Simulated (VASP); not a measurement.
# CsBr (Pm-3m) in VASP: further runs, part 3 of 3

VASP 6.6.1. The steps go on from the part before.

### Step 5. Electric field gradients, PBE (volume scaled by 1.025)

The input, INCAR:

```
ALGO = Normal
EDIFF = 1E-8
ENCUT = 400
GGA = PE
GGA_COMPAT = F
ISIF = 2
ISMEAR = -1
LASPH = T
LCHARG = F
LEFG = T
LREAL = F
LWAVE = F
NBANDS = 15
NELM = 120
PREC = Accurate
SIGMA = 0.03
```

The input, KPOINTS:

```
k-points
0
Gamma
  6 6 6
```

The input, POSCAR:

```
CsBr
1.0
    4.3214230940      0.0000000000      0.0000000000
    0.0000000000      4.3214230940      0.0000000000
    0.0000000000      0.0000000000      4.3214230940
Cs Br
1 1
Direct
    0.0000000000      0.0000000000      0.0000000000
    0.5000000000      0.5000000000      0.5000000000
```

Potentials or basis: VASP PAW PBE potentials, release 64 (Cs_sv, Br).

Run with:

```bash
cat potpaw_PBE.64/Cs_sv/POTCAR potpaw_PBE.64/Br/POTCAR > POTCAR
mpirun -np 1 vasp_std > vasp.out
```

OUTCAR:

```text
EDIFF = 1E-8
   ENCUT = 400
   GGA = PE
   ISIF = 2
   ISMEAR = -1
   LASPH = T
   LREAL = F
   NELM = 120
   PREC = Accurate

 ion  position               nearest neighbor table
   1  0.000  0.000  0.000-
   2  0.500  0.500  0.500-

  LATTYP: Found a simple cubic cell.
 ALAT       =     4.3214230940

  Lattice vectors:

 A1 = (   4.3214230940,   0.0000000000,   0.0000000000)
 A2 = (   0.0000000000,   4.3214230940,   0.0000000000)
 A3 = (   0.0000000000,   0.0000000000,   4.3214230940)

Analysis of symmetry for initial positions (statically):
=====================================================================
 Subroutine PRICEL returns:
 Original cell was already a primitive cell.

 Routine SETGRP: Setting up the symmetry group for a
 simple cubic supercell.

 Subroutine GETGRP returns: Found 48 space group operations
 (whereof 48 operations were pure point group operations)
 out of a pool of 48 trial point group operations.

The static configuration has the point symmetry O_h .

Analysis of symmetry for dynamics (positions and initial velocities):
=====================================================================
 Subroutine PRICEL returns:
 Original cell was already a primitive cell.

 Routine SETGRP: Setting up the symmetry group for a
 simple cubic supercell.

 Subroutine GETGRP returns: Found 48 space group operations
 (whereof 48 operations were pure point group operations)
 out of a pool of 48 trial point group operations.

The dynamic configuration has the point symmetry O_h .

 Subroutine INISYM returns: Found 48 space group operations
 (whereof 48 operations are pure point group operations),
 and found     1 'primitive' translations

----------------------------------------------------------------------------------------

                                     Primitive cell

  volume of cell :      80.7013

  direct lattice vectors                    reciprocal lattice vectors
     4.321423094  0.000000000  0.000000000     0.231405252  0.000000000  0.000000000
     0.000000000  4.321423094  0.000000000     0.000000000  0.231405252  0.000000000
     0.000000000  0.000000000  4.321423094     0.000000000  0.000000000  0.231405252

  length of vectors
     4.321423094  4.321423094  4.321423094     0.231405252  0.231405252  0.231405252

  position of ions in fractional coordinates (direct lattice)
     0.000000000  0.000000000  0.000000000
     0.500000000  0.500000000  0.500000000

  ion indices of the primitive-cell ions
   primitive index   ion index
                 1           1
                 2           2

----------------------------------------------------------------------------------------

 KPOINTS: k-points

Automatic generation of k-mesh.
 Grid dimensions read from file:
 generate k-points for:    6    6    6

 Generating k-lattice:

  Cartesian coordinates                     Fractional coordinates (reciprocal lattice)
[... 71 lines left out ...]
   EFERMI_NEDOS =   21; number of points for ismear=-14 and -15
   IALGO  =     38    algorithm
   IMIX   =      4    mixing-type and parameters
     AMIX     =   0.40;   BMIX     =  1.00
     AMIX_MAG =   1.60;   BMIX_MAG =  1.00
  volume/ion in A,a.u.               =      40.35       272.30
  Fermi-wavevector in a.u.,A,eV,Ry     =   0.954600  1.803932 12.398457  0.911261
  Thomas-Fermi vector in A             =   2.083361
   LORBIT       =      0    0 simple, 1 ext, 2 COOP (PROOUT), +10 PAW based schemes
   GGA     = PE    functional components
   LHFCALC =     F    Hartree Fock is set to
   AEXX    =    0.0000 exact exchange contribution
   IVDW    =     0    specifies the selected vdW correction
   LEPSILON=     F    determine dielectric tensor
   LRPA    =     F    only Hartree local field effects (RPA)
 non-spin polarized calculation
  energy-cutoff  :      400.00
  volume of cell :       80.70
 maximum number of plane-waves:      1492
   NGX = 15   NGY = 15   NGZ = 15

 number of electron      16.0000003 magnetization

 Free energy of the ion-electron system (eV)
  ---------------------------------------------------
  ext. energy  EPLUGINS =         0.00000000
  ---------------------------------------------------
  free energy    TOTEN  =        -6.01525415 eV

  energy without entropy =       -6.01525415  energy(sigma->0) =       -6.01525415

 E-fermi :   0.2086     XC(G=0):  -7.9653

 val. band max:       -0.4159197644   @ k =   0.5000   0.5000   0.0000
 cond. band min:       4.0036470306   @ k =   0.0000   0.0000   0.0000
 fundamental gap:      4.4195667951
 Fermi energy:         0.2086443342

 k-point     1 :       0.0000    0.0000    0.0000
  band No.  band energies     occupation
      1     -20.2303      2.00000
      2     -12.7573      2.00000
      3      -6.8348      2.00000
      4      -6.8348      2.00000
      5      -6.8348      2.00000
      6      -0.4245      2.00000
      7      -0.4245      2.00000
      8      -0.4245      2.00000
      9       4.0036      0.00000
     10       4.5189      0.00000
     11       4.5189      0.00000
     12       8.6257      0.00000
     13       8.6257      0.00000
     14       8.6257      0.00000
[... 329 lines left out ...]
      2     -12.5880      2.00000
      3      -7.2152      2.00000
      4      -7.2152      2.00000
      5      -7.2152      2.00000
      6      -1.5429      2.00000
      7      -1.5429      2.00000
      8      -1.5429      2.00000
      9       7.7917      0.00000
     10       7.7917      0.00000
     11       7.7917      0.00000
     12       8.6389      0.00000
     13       8.6389      0.00000
     14       8.6389      0.00000
     15      10.7683      0.00000

------------------------ aborting loop because EDIFF is reached ----------------------------------------

  FORCE on cell =-STRESS in cart. coord.  units (eV):
  Direction    XX          YY          ZZ          XY          YZ          ZX
  --------------------------------------------------------------------------------------
  -------------------------------------------------------------------------------------
  Total        0.3345140      0.3345140      0.3345140      0.0000000      0.0000000      0.0000000
  in kB        6.6411696      6.6411696      6.6411696      0.0000000      0.0000000      0.0000000
  external PRESSURE =       6.6411696 kB  Pullay stress =       0.0000000 kB

 VOLUME and BASIS-vectors are now :
 -----------------------------------------------------------------------------
  energy-cutoff  :      400.00
  volume of cell :       80.70
      direct lattice vectors                 reciprocal lattice vectors
     4.321423094  0.000000000  0.000000000     0.231405252  0.000000000  0.000000000
     0.000000000  4.321423094  0.000000000     0.000000000  0.231405252  0.000000000
     0.000000000  0.000000000  4.321423094     0.000000000  0.000000000  0.231405252

 POSITION                                       TOTAL-FORCE (eV/Angst)
 -----------------------------------------------------------------------------------
      0.00000      0.00000      0.00000         0.000000      0.000000      0.000000
      2.16071      2.16071      2.16071         0.000000      0.000000      0.000000
 -----------------------------------------------------------------------------------
    total drift:                                0.000000      0.000000      0.000000

  FREE ENERGIE OF THE ION-ELECTRON SYSTEM (eV)
  ---------------------------------------------------
  free  energy   TOTEN  =        -6.0152541480 eV

  energy  without entropy=       -6.0152541480  energy(sigma->0) =       -6.01525415

 Electric field gradients (V/A^2)
---------------------------------------------------------------------
 ion       V_xx      V_yy      V_zz      V_xy      V_xz      V_yz
---------------------------------------------------------------------
   1       0.000     0.000     0.000    -0.000    -0.000    -0.000
   2       0.000     0.000    -0.000    -0.000    -0.000     0.000
---------------------------------------------------------------------

 Electric field gradients after diagonalization (V/A^2)
 (convention: |V_zz| > |V_xx| > |V_yy|)
----------------------------------------------------------------------
 ion       V_xx      V_yy      V_zz     asymmetry (V_yy - V_xx)/ V_zz
----------------------------------------------------------------------
   1       0.000     0.000     0.000      -0.157
   2       0.000     0.000    -0.000       0.513
----------------------------------------------------------------------

           NMR quadrupolar parameters

 Cq : quadrupolar parameter    Cq=e*Q*V_zz/h
 eta: asymmetry parameters     (V_yy - V_xx)/ V_zz
 Q  : nuclear electric quadrupole moment in mb (millibarn)
----------------------------------------------------------------------
 ion       Cq(MHz)       eta       Q (mb)
----------------------------------------------------------------------
   1       0.000      -0.157       1.000
   2      -0.000       0.513       1.000
----------------------------------------------------------------------
```

OSZICAR:

```text
N       E                     dE             d eps       ncg     rms          rms(c)
DAV:   1     0.806808693375E+02    0.80681E+02   -0.56854E+03   600   0.745E+02
DAV:   2    -0.192515869880E+00   -0.80873E+02   -0.74030E+02   890   0.142E+02
DAV:   3    -0.623476764155E+01   -0.60423E+01   -0.60172E+01   754   0.425E+01
DAV:   4    -0.628444659456E+01   -0.49679E-01   -0.49675E-01   719   0.466E+00
DAV:   5    -0.628471407782E+01   -0.26748E-03   -0.26748E-03   782   0.352E-01    0.180E+00
DAV:   6    -0.605010906902E+01    0.23461E+00   -0.21851E-01   726   0.244E+00    0.106E+00
DAV:   7    -0.601220159025E+01    0.37907E-01   -0.12540E-01   768   0.179E+00    0.615E-01
DAV:   8    -0.601534420261E+01   -0.31426E-02   -0.13882E-02   677   0.681E-01    0.120E-01
DAV:   9    -0.601514647687E+01    0.19773E-03   -0.14247E-03   775   0.197E-01    0.686E-02
DAV:  10    -0.601525093460E+01   -0.10446E-03   -0.20334E-04   663   0.914E-02    0.167E-02
DAV:  11    -0.601525495668E+01   -0.40221E-05   -0.26625E-05   719   0.295E-02    0.106E-02
DAV:  12    -0.601525388268E+01    0.10740E-05   -0.45667E-06   698   0.121E-02    0.143E-03
DAV:  13    -0.601525404384E+01   -0.16116E-06   -0.34766E-07   719   0.334E-03    0.141E-03
DAV:  14    -0.601525414693E+01   -0.10309E-06   -0.56526E-08   705   0.130E-03    0.179E-04
DAV:  15    -0.601525414804E+01   -0.11054E-08   -0.21881E-09   433   0.297E-04
   1 F= -.60152541E+01 E0= -.60152541E+01  d E =-.681348E-10
```

It used 7.1 s of CPU time on 1 thread of Intel(R) Xeon(R) 6975P-C (Granite Rapids) (shared host).

What came out:

```yaml
Free_energy: -6.0153 eV
Pressure: 0.7 GPa
Band_gap_on_the_k_mesh: 4.42 eV, indirect (least direct gap 4.43 eV)
```

Caveat: without QUAD_EFG the Cq values of the log hold for a quadrupole moment of 1 mb, not for the nuclei; spin-orbit coupling is left out, which moves the levels of the heavy elements.

### Step 6. The runs side by side

| cell | gap on the mesh (eV) | pressure (GPa) |
| --- | --- | --- |
| a = 4.250 Å, 2 atoms | 4.61 | 1.5 |
| a = 4.286 Å, 2 atoms | 4.52 | 1.1 |
| a = 4.321 Å, 2 atoms | 4.42 | 0.7 |

Alike in all rows: task electric field gradients; level PBE; potentials or basis VASP PAW PBE potentials, release 64 (Cs_sv, Br); no spin polarisation; k mesh 6 × 6 × 6; cutoff (eV) 400; smearing fermi-dirac 0.03 eV.

Caveats: spin-orbit coupling is left out, which moves the levels of the heavy elements.

Absolute energies hang on the potentials; compare differences alone.
